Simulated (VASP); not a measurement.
A run of VASP 6.6.1:

INCAR

```
SYSTEM = LiTmH4
  PREC = Accurate
  ENCUT = 750
  EDIFF = 1E-7
  ISMEAR = 0
  SIGMA = 0.15
  LREAL = .False.
  LASPH = .True.
  NELM = 200
  ALGO = Normal
  ISIF = 3
  LWAVE = .False.
  LCHARG = .False.
  GGA = PE
  IBRION = 2
  NSW = 36
  EDIFFG = -0.08
  GGA_COMPAT = .False.
  NELMIN = 4
  LMAXMIX = 6
```

The input KPOINTS:

```
Automatic mesh
0
Gamma
  4 3 2
  0 0 0
```

The input POSCAR:

```
LiTmH4
1.0
    3.1296383800      0.0000000000      0.0000000000
    0.0000000000      3.4942941300      0.0000000000
    0.0000000000      0.0000000000      5.4220141300
Li Tm H
1 1 4
Direct
    0.5000000000      0.0000000000      0.5000000000
    0.0000000000      0.0000000000      0.0000000000
    0.0000000000      0.5000000000      0.6684151300
    0.5000000000      0.5000000000      0.1651348500
    0.5000000000      0.5000000000      0.8348651500
    0.0000000000      0.5000000000      0.3315848700
```

Potentials or basis: VASP PAW PBE potentials, release 64 (Li_sv, Tm_3, H), 4f in core.

Run with:

```sh
$ cat potpaw_PBE.64/Li_sv/POTCAR potpaw_PBE.64/Tm_3/POTCAR potpaw_PBE.64/H/POTCAR > POTCAR
$ mpirun -np 1 vasp_std > vasp.out
```

Hardware: 1 thread of Intel(R) Xeon(R) 6975P-C (Granite Rapids), on a shared host.

**Question.** How long does it take, and how much memory?

**Answer.** Wall time 100 s on 1 thread of Intel(R) Xeon(R) 6975P-C (Granite Rapids), on a shared host, peak memory 0.22 GiB. Counts: scf iterations 140, k points 12, ion steps 15.
